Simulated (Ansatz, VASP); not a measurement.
Two plane-wave programs on Br

```
CELL_PARAMETERS angstrom
3.49402 -2.07575 0.00000
3.49402 2.07575 0.00000
0.00000 0.00000 8.57283
ATOMIC_POSITIONS crystal
Br 0.15098 0.84902 0.11910
Br 0.65098 0.34902 0.38090
Br 0.84902 0.15098 0.88090
Br 0.34902 0.65098 0.61910
```

Alike in both runs: functional PBE; dispersion D3(BJ); k mesh 8 × 8 × 4; occupations gaussian, width 0.02 eV; no spin polarisation.

Ansatz relaxed the structure, and its values are those at the end. VASP's run is a single point on that final structure, the one shown.

```csv
,VASP,Ansatz
version,VASP 6.6.1,Ansatz 0.2.0
potentials or method,"VASP PAW PBE potentials, release 64 (Br), cutoff 520 eV","scalar-relativistic, plane waves, PAW"
valence electrons in the cell,28,28
```

VASP gave:

```
gap on the k mesh at the Fermi level (eV) : 1.33
least direct gap on the mesh (eV)         : 1.37
pressure (GPa)                            : 0.0
rms of the force components (eV/Å)        : 0.005
```

Estimate Ansatz's values.

gap on the k mesh at the Fermi level (eV): 1.33; least direct gap on the mesh (eV): 1.37; pressure (GPa): 0.0; rms of the force components (eV/Å): 0.003.
